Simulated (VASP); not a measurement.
A run of VASP 6.6.1 is set up as follows.

Contents of INCAR:

```
PREC = Accurate
ENCUT = 600
EDIFF = 1E-6
ISMEAR = 0
SIGMA = 0.01
LREAL = False
LASPH = True
NELM = 200
ALGO = Normal
ISIF = 2
LWAVE = False
LCHARG = False
MAGMOM = 0 0 0 0 0 0 0 0 0 0 0 0 0 0 0 0 0 0
LORBIT = 11
LSORBIT = True
GGA_COMPAT = False
LORBMOM = True
LMAXMIX = 4
GGA = PE
NBANDS = 64
KPAR = 4
```

KPOINTS

```
regular mesh
0
Gamma
  8 8 6
```

POSCAR

```
ZrO2
1.0
    3.6010285391      0.0000000000      0.0000000000
    0.0000000000      3.6010285391      0.0000000000
    0.0000000000      0.0000000000      5.2271598144
Zr O
2 4
Direct
    0.0000000000      0.0000000000      0.0000000000
    0.5000000000      0.5000000000      0.5000000000
    0.0000000000      0.5000000000      0.3030284338
    0.0000000000      0.5000000000      0.8030284338
    0.5000000000      0.0000000000      0.6969715662
    0.5000000000      0.0000000000      0.1969715662
```

Potentials or basis: VASP PAW PBE potentials, release 64 (Zr_sv, O).

The run is started by

```sh
$ cat potpaw_PBE.64/Zr_sv/POTCAR potpaw_PBE.64/O/POTCAR > POTCAR
$ mpirun -np 4 vasp_ncl > vasp.out
```

(1) Estimate the net moment.

(2) Estimate the largest force.

(3) Estimate the pressure.

Answers

(1) 0.00 μB per cell.

(2) 0.037 eV/Å.

(3) 4.0 GPa.

Caveat: the cell stands under pressure.
